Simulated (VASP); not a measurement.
# AlGa3N4 (P-43m) in VASP: a series of runs, part 2 of 2

VASP 6.6.1. Earlier steps stand in the parts before.

## (4) Single point, PBEsol

Contents of INCAR:

```
PREC = Accurate ; ENCUT = 520
EDIFF = 1E-6 ; ISMEAR = 0
SIGMA = 0.02 ; LREAL = False
LASPH = True ; NELM = 60
ALGO = Normal ; ISIF = 2
LWAVE = False ; LCHARG = True
GGA = PS ; LELF = True
LVHAR = True ; NBANDS = 41
```

Contents of KPOINTS:

```
Automatic mesh
0
Gamma
  6 6 6
```

Contents of POSCAR:

```
AlGa3N4
1.0
    4.4676279353      0.0000000000      0.0000000000
    0.0000000000      4.4676279353      0.0000000000
    0.0000000000      0.0000000000      4.4676279353
Al Ga N
1 3 4
Direct
    0.0000000000      0.0000000000      0.0000000000
    0.5000000000      0.5000000000      0.0000000000
    0.5000000000      0.0000000000      0.5000000000
    0.0000000000      0.5000000000      0.5000000000
    0.7550309204      0.7550309204      0.2449690796
    0.7550309204      0.2449690796      0.7550309204
    0.2449690796      0.7550309204      0.7550309204
    0.2449690796      0.2449690796      0.2449690796
```

Potentials or basis: VASP PAW PBE potentials, release 64 (Al, Ga_d, N).

On the command line:

```sh
$ cat potpaw_PBE.64/Al/POTCAR potpaw_PBE.64/Ga_d/POTCAR potpaw_PBE.64/N/POTCAR > POTCAR
$ mpirun -np 1 vasp_std > vasp.out
```

OUTCAR:

```text
PREC = Accurate
   ENCUT = 520
   EDIFF = 1E-6
   ISMEAR = 0
   LREAL = False
   LASPH = True
   NELM = 60
   ISIF = 2
   GGA = PS

 ion  position               nearest neighbor table
   1  0.000  0.000  0.000-   5 1.90   6 1.90   7 1.90   8 1.90
   2  0.500  0.500  0.000-   5 1.95   6 1.95   7 1.95   8 1.95
   3  0.500  0.000  0.500-   5 1.95   6 1.95   7 1.95   8 1.95
   4  0.000  0.500  0.500-   5 1.95   6 1.95   7 1.95   8 1.95
   5  0.755  0.755  0.245-   1 1.90   2 1.95   3 1.95   4 1.95
   6  0.755  0.245  0.755-   1 1.90   2 1.95   3 1.95   4 1.95
   7  0.245  0.755  0.755-   1 1.90   2 1.95   3 1.95   4 1.95
   8  0.245  0.245  0.245-   1 1.90   2 1.95   3 1.95   4 1.95

  LATTYP: Found a simple cubic cell.
 ALAT       =     4.4676279353

  Lattice vectors:

 A1 = (   4.4676279353,   0.0000000000,   0.0000000000)
 A2 = (   0.0000000000,   4.4676279353,   0.0000000000)
 A3 = (   0.0000000000,   0.0000000000,   4.4676279353)

Analysis of symmetry for initial positions (statically):
=====================================================================
 Subroutine PRICEL returns:
 Original cell was already a primitive cell.

 Routine SETGRP: Setting up the symmetry group for a
 simple cubic supercell.

 Subroutine GETGRP returns: Found 24 space group operations
 (whereof 24 operations were pure point group operations)
 out of a pool of 48 trial point group operations.

The static configuration has the point symmetry T_d .

Analysis of symmetry for dynamics (positions and initial velocities):
=====================================================================
 Subroutine PRICEL returns:
 Original cell was already a primitive cell.

[... 134 lines left out ...]
     AMIX_MAG =   1.60;   BMIX_MAG =  1.00
  volume/ion in A,a.u.               =      11.15        75.22
  Fermi-wavevector in a.u.,A,eV,Ry     =   1.450313  2.740694 28.618599  2.103408
  Thomas-Fermi vector in A             =   2.567939
   LORBIT       =      0    0 simple, 1 ext, 2 COOP (PROOUT), +10 PAW based schemes
   GGA     = PS    functional components
   LHFCALC =     F    Hartree Fock is set to
   AEXX    =    0.0000 exact exchange contribution
   IVDW    =     0    specifies the selected vdW correction
   LEPSILON=     F    determine dielectric tensor
   LRPA    =     F    only Hartree local field effects (RPA)
 non-spin polarized calculation
 Gauss-broadening in eV      SIGMA  =   0.02
  energy-cutoff  :      520.00
  volume of cell :       89.17
 maximum number of plane-waves:      2469
 NGX is ok and might be reduce to    36
   NGX = 17   NGY = 17   NGZ = 17

 number of electron      61.9999964 magnetization

 Free energy of the ion-electron system (eV)
  ---------------------------------------------------
  ext. energy  EPLUGINS =         0.00000000
  ---------------------------------------------------
  free energy    TOTEN  =       -54.96761092 eV

  energy without entropy =      -54.96761092  energy(sigma->0) =      -54.96761092

 E-fermi :   5.4395     XC(G=0): -11.7433

 val. band max:        5.3148296472   @ k =   0.0000   0.0000   0.0000
 cond. band min:       7.6242261238   @ k =   0.0000   0.0000   0.0000
 fundamental gap:      2.3093964766
 Fermi energy:         5.4395397996

 k-point     1 :       0.0000    0.0000    0.0000
  band No.  band energies     occupation
      1     -10.3709      2.00000
      2      -9.0712      2.00000
      3      -9.0712      2.00000
      4      -9.0712      2.00000
      5      -7.7982      2.00000
      6      -7.7768      2.00000
[... 869 lines left out ...]
     40      15.2195      0.00000
     41      15.2195      0.00000

------------------------ aborting loop because EDIFF is reached ----------------------------------------

  FORCE on cell =-STRESS in cart. coord.  units (eV):
  Direction    XX          YY          ZZ          XY          YZ          ZX
  --------------------------------------------------------------------------------------
  -------------------------------------------------------------------------------------
  Total       -0.0973098     -0.0973098     -0.0973098     -0.0000000      0.0000000     -0.0000000
  in kB       -1.7483815     -1.7483815     -1.7483815     -0.0000000      0.0000000     -0.0000000
  external PRESSURE =      -1.7483815 kB  Pullay stress =       0.0000000 kB

 VOLUME and BASIS-vectors are now :
 -----------------------------------------------------------------------------
  energy-cutoff  :      520.00
  volume of cell :       89.17
      direct lattice vectors                 reciprocal lattice vectors
     4.467627935  0.000000000  0.000000000     0.223832426  0.000000000  0.000000000
     0.000000000  4.467627935  0.000000000     0.000000000  0.223832426  0.000000000
     0.000000000  0.000000000  4.467627935     0.000000000  0.000000000  0.223832426

 POSITION                                       TOTAL-FORCE (eV/Angst)
 -----------------------------------------------------------------------------------
      0.00000      0.00000      0.00000         0.000000      0.000000      0.000000
      2.23381      2.23381      0.00000         0.000000      0.000000      0.000000
      2.23381      0.00000      2.23381         0.000000     -0.000000      0.000000
      0.00000      2.23381      2.23381         0.000000      0.000000      0.000000
      3.37320      3.37320      1.09443        -0.004949     -0.004949      0.004949
      3.37320      1.09443      3.37320        -0.004949      0.004949     -0.004949
      1.09443      3.37320      3.37320         0.004949     -0.004949     -0.004949
      1.09443      1.09443      1.09443         0.004949      0.004949      0.004949
 -----------------------------------------------------------------------------------
    total drift:                               -0.000000     -0.000000     -0.000000

  FREE ENERGIE OF THE ION-ELECTRON SYSTEM (eV)
  ---------------------------------------------------
  free  energy   TOTEN  =       -54.9676109239 eV

  energy  without entropy=      -54.9676109239  energy(sigma->0) =      -54.96761092
```

stdout:

```text
POSCAR found type information on POSCAR AlGaN
 POSCAR found :  3 types and       8 ions
 scaLAPACK will be used
 -----------------------------------------------------------------------------
|                                                                             |
|                                                                             |
|     You enforced a specific xc type in the INCAR file but a different       |
|     I HOPE YOU KNOW WHAT YOU ARE DOING!                                     |
|                                                                             |
 -----------------------------------------------------------------------------

 LDA part: xc-table for (Slater+PW92), standard interpolation
 POSCAR, INCAR and KPOINTS ok, starting setup
 FFT: planning ... GRIDC
 FFT: planning ... GRID_SOFT
 FFT: planning ... GRID
 WAVECAR not read
 entering main loop
```

Wall time 53 s (1 thread of Intel Xeon Platinum 8488C (Sapphire Rapids), shared host); peak memory 0.22 GiB.

What came out:

```
Free energy            : -54.9676 eV
Pressure               : -0.2 GPa
Largest force          : 0.009 eV/Å
Band gap on the k mesh : 2.31 eV, direct
```

Forces on the atoms (eV/Å):
```
Al   0.000  0.000  0.000
Ga   0.000  0.000  0.000
Ga   0.000  0.000  0.000
Ga   0.000  0.000  0.000
N   -0.005 -0.005  0.005
N   -0.005  0.005 -0.005
N    0.005 -0.005 -0.005
N    0.005  0.005  0.005
```

Caveat: the PAW data sets were made with another functional, which shifts forces and pressure a little.

## (5) Single point, PBEsol

INCAR is that of step 4.

KPOINTS is that of step 4.

Contents of POSCAR:

```
AlGa3N4
1.0
    4.4676279360      0.0000000000      0.0000000000
    0.0000000000      4.4676279360      0.0000000000
    0.0000000000      0.0000000000      4.4676279360
Al Ga N
1 3 4
Direct
    0.0000000000      0.0000000000      0.0000000000
    0.5000000000      0.5000000000      0.0000000000
    0.5000000000      0.0000000000      0.5000000000
    0.0000000000      0.5000000000      0.5000000000
    0.7550309208      0.7550309208      0.2449690792
    0.7550309208      0.2449690792      0.7550309208
    0.2449690792      0.7550309208      0.7550309208
    0.2449690792      0.2449690792      0.2449690792
```

On the command line:

```sh
$ cat potpaw_PBE.64/Al/POTCAR potpaw_PBE.64/Ga_d/POTCAR potpaw_PBE.64/N/POTCAR > POTCAR
$ mpirun -np 1 vasp_std > vasp.out
```

Run time: 52 s. Hardware: 1 thread of Intel Xeon Platinum 8488C (Sapphire Rapids), shared host; peak memory 0.22 GiB.

It converged, with:

```
Free energy            : -54.9676 eV
Pressure               : -0.2 GPa
Largest force          : 0.009 eV/Å
Band gap on the k mesh : 2.31 eV, direct
```

Forces in eV/Å, atoms in the order of the input:
```
Al   0.000  0.000  0.000
Ga   0.000  0.000  0.000
Ga   0.000  0.000  0.000
Ga   0.000  0.000  0.000
N   -0.005 -0.005  0.005
N   -0.005  0.005 -0.005
N    0.005 -0.005 -0.005
N    0.005  0.005  0.005
```

Levels at points of the mesh, in eV from the valence-band top:
| k point | band 28 | band 29 | band 30 | band 31 | band 32 | band 33 | band 34 | band 35 |
| --- | --- | --- | --- | --- | --- | --- | --- | --- |
| (0.00, 0.00, 0.00) | -2.47 | 0.00 | 0.00 | 0.00 | 2.31 | 3.33 | 3.33 | 3.33 |
| (0.50, 0.00, 0.00) | -1.49 | -1.49 | -1.20 | -1.20 | 4.84 | 4.94 | 6.14 | 6.14 |
| (0.50, 0.50, 0.00) | -0.99 | -0.94 | -0.94 | -0.63 | 6.66 | 6.84 | 6.84 | 7.27 |
| (0.50, 0.50, 0.50) | -0.75 | -0.68 | -0.68 | -0.68 | 4.93 | 4.93 | 4.93 | 6.19 |

Caveat: the PAW data sets were made with another functional, which shifts forces and pressure a little. As with any semilocal functional, this PBEsol gap is likely too small.

## (6) Single point, PBEsol

Contents of INCAR:

```
SYSTEM = AlGa3N4
  PREC = Accurate
  ENCUT = 520
  EDIFF = 1E-7
  ISMEAR = 0
  SIGMA = 0.01
  LREAL = .FALSE.
  LASPH = .TRUE.
  NELM = 80
  ALGO = Normal
  ISIF = 2
  LWAVE = .FALSE.
  LCHARG = .FALSE.
  GGA = PS
  NBANDS = 41
```

Contents of KPOINTS:

```
regular mesh
0
G
  6 6 6
  0 0 0
```

Contents of POSCAR:

```
AlGa3N4
1.0
    4.4675724158      0.0000000000      0.0000000000
    0.0000000000      4.4675724158      0.0000000000
    0.0000000000      0.0000000000      4.4675724158
Al Ga N
1 3 4
Direct
    0.0000000000      0.0000000000      0.0000000000
    0.5000000000      0.5000000000      0.0000000000
    0.5000000000      0.0000000000      0.5000000000
    0.0000000000      0.5000000000      0.5000000000
    0.7550308527      0.7550308527      0.2449691473
    0.7550308527      0.2449691473      0.7550308527
    0.2449691473      0.7550308527      0.7550308527
    0.2449691473      0.2449691473      0.2449691473
```

Potentials or basis: VASP PAW PBE potentials, release 64 (Al, Ga_d, N).

On the command line:

```sh
$ cat potpaw_PBE.64/Al/POTCAR potpaw_PBE.64/Ga_d/POTCAR potpaw_PBE.64/N/POTCAR > POTCAR
$ mpirun -np 1 vasp_std > vasp.out
```

Run time: 55 s. Hardware: 1 thread of Intel Xeon Platinum 8488C (Sapphire Rapids), shared host; peak memory 0.22 GiB.

It converged, with:

- Free energy: -54.9676 eV
- Pressure: -0.2 GPa
- Largest force: 0.009 eV/Å
- Band gap on the k mesh: 2.31 eV, direct

Forces on the atoms (eV/Å):
```
Al   0.000  0.000  0.000
Ga   0.000  0.000  0.000
Ga   0.000  0.000  0.000
Ga   0.000  0.000  0.000
N   -0.005 -0.005  0.005
N   -0.005  0.005 -0.005
N    0.005 -0.005 -0.005
N    0.005  0.005  0.005
```

Levels at points of the mesh, in eV from the valence-band top:
```tsv
k point	band 27	band 28	band 29	band 30	band 31	band 32	band 33	band 34	band 35	band 36
(0.00, 0.00, 0.00)	-2.47	-2.47	0.00	0.00	0.00	2.31	3.33	3.33	3.33	6.45
(0.50, 0.00, 0.00)	-2.84	-1.49	-1.49	-1.20	-1.20	4.84	4.94	6.14	6.14	7.68
(0.50, 0.50, 0.00)	-3.04	-0.99	-0.94	-0.94	-0.63	6.66	6.84	6.84	7.27	7.28
(0.50, 0.50, 0.50)	-0.75	-0.75	-0.68	-0.68	-0.68	4.93	4.93	4.93	6.19	8.92
```

Caveat: the PAW data sets were made with another functional, which shifts forces and pressure a little.

## (7) The runs side by side

```tsv
cell	k mesh	smearing	gap on the mesh (eV)	pressure (GPa)	largest force (eV/Å)
a = 4.468 Å, 8 atoms	6 × 6 × 6	gaussian 0.02 eV	2.31	-0.2	0.01
a = 4.472 Å, 8 atoms	4 × 4 × 4	gaussian 0.1 eV	2.29	-0.7	0.14
a = 4.468 Å, 8 atoms	6 × 6 × 6	gaussian 0.01 eV	2.31	-0.2	0.01
```

Alike in all rows: task single point; level PBEsol; potentials or basis VASP PAW PBE potentials, release 64 (Al, Ga_d, N); no spin polarisation; cutoff (eV) 520.

Caveats: the PAW data sets were made with another functional, which shifts forces and pressure a little.

Absolute energies hang on the potentials; compare differences alone.
